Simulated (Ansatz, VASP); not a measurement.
## One calculation of Mo, two programs

```
Mo
1.0
     6.32262    0.00000    0.00000
     0.00000    6.32262    0.00000
     0.00000    0.00000    6.32262
Mo
16
Direct
  0.00000 0.00000 0.00000
  0.25000 0.25000 0.25000
  0.00000 0.00000 0.50000
  0.25000 0.25000 0.75000
  0.00000 0.50000 0.00000
  0.25000 0.75000 0.25000
  0.00000 0.50000 0.50000
  0.25000 0.75000 0.75000
  0.50000 0.00000 0.00000
  0.75000 0.25000 0.25000
  0.50000 0.00000 0.50000
  0.75000 0.25000 0.75000
  0.50000 0.50000 0.00000
  0.75000 0.75000 0.25000
  0.50000 0.50000 0.50000
  0.75000 0.75000 0.75000
```

Alike in both runs: task single point; functional PBE; k mesh 5 × 5 × 5; occupations methfessel-paxton of order 1, width 0.1 eV; no spin polarisation.

|  | VASP | Ansatz |
| --- | --- | --- |
| version | VASP 6.6.1 | Ansatz 0.2.0 |
| potentials or method | VASP PAW PBE potentials, release 64 (Mo_sv), cutoff 520 eV | plane-wave PAW DFT |
| valence electrons in the cell | 224 | 224 |

VASP gave:

| Quantity | Value |
| --- | --- |
| pressure (GPa) | 0.2 |

Problem. Which values does Ansatz return?

Solution. Pressure (GPa): -0.3.
